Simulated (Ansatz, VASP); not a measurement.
# One calculation of ZnSe, two programs

Contents of POSCAR:

```
ZnSe
1.0
    4.1077020000      0.0000000000      0.0000000000
    0.0000000000      4.1077020000      0.0000000000
    0.0000000000      0.0000000000      6.0703500000
Zn Se
2 2
Direct
    0.0000000000      0.0000000000      0.0000000000
    0.5000000000      0.5000000000      0.0000000000
    0.0000000000      0.5000000000      0.2462800000
    0.5000000000      0.0000000000      0.7537200000
```

Contents of INCAR.step1:

```
ALGO = Normal ; EDIFF = 1E-4
ENCUT = 520 ; GGA = PE
ISMEAR = 0 ; LASPH = T
LCHARG = F ; LREAL = F
LWAVE = T ; NBANDS = 26
NELM = 100 ; PREC = Accurate
SIGMA = 0.01
```

The input INCAR.step2:

```
ALGO = Normal ; EDIFF = 1E-7
ENCUT = 520 ; ISIF = 2
ISMEAR = 0 ; ISTART = 1
LASPH = T ; LCHARG = T
LELF = T ; LMIXTAU = T
LREAL = F ; LVHAR = T
LWAVE = F ; METAGGA = R2SCAN
NBANDS = 26 ; NELM = 100
PREC = Accurate ; SIGMA = 0.01
```

Contents of KPOINTS:

```
k-points
0
Gamma
  6 6 4
```

Input for Ansatz:

```yaml
crystal:
  lattice:
    - [4.107702, 0.0, 0.0]
    - [0.0, 4.107702, 0.0]
    - [0.0, 0.0, 6.07035]
  atoms:
    - { symbol: Zn, position: [0.0, 0.0, 0.0] }
    - { symbol: Zn, position: [0.5, 0.5, 0.0] }
    - { symbol: Se, position: [0.0, 0.5, 0.24628] }
    - { symbol: Se, position: [0.5, 0.0, 0.75372] }
basis:
  ecutwfc: 550.0
kpoints:
  mp_grid:
    grid: [6, 6, 4]
hamiltonian:
  xc: r2scan
scf:
  occupations:
    method: fixed
output:
  eigenvalues: true
```

Alike in both runs: task single point; functional r2SCAN; k mesh 6 × 6 × 4; no spin polarisation.

|  | VASP | Ansatz |
| --- | --- | --- |
| version | VASP 6.6.1 | Ansatz 0.2.0 |
| potentials or method | VASP PAW PBE potentials, release 64 (Zn, Se), cutoff 520 eV | plane waves, PAW |
| occupations | gaussian, width 0.01 eV | fixed |
| valence electrons in the cell | 36 | 56 |

VASP gave:

- gap on the k mesh at the Fermi level (eV): 2.41

Q: Estimate Ansatz's values.

A: gap on the k mesh at the Fermi level (eV): 2.42.

VASP's potentials were made for PBE, not for r2SCAN. VASP's potentials hold 36 valence electrons a cell and Ansatz's 56, so a difference there can come from the potentials and not from the codes.
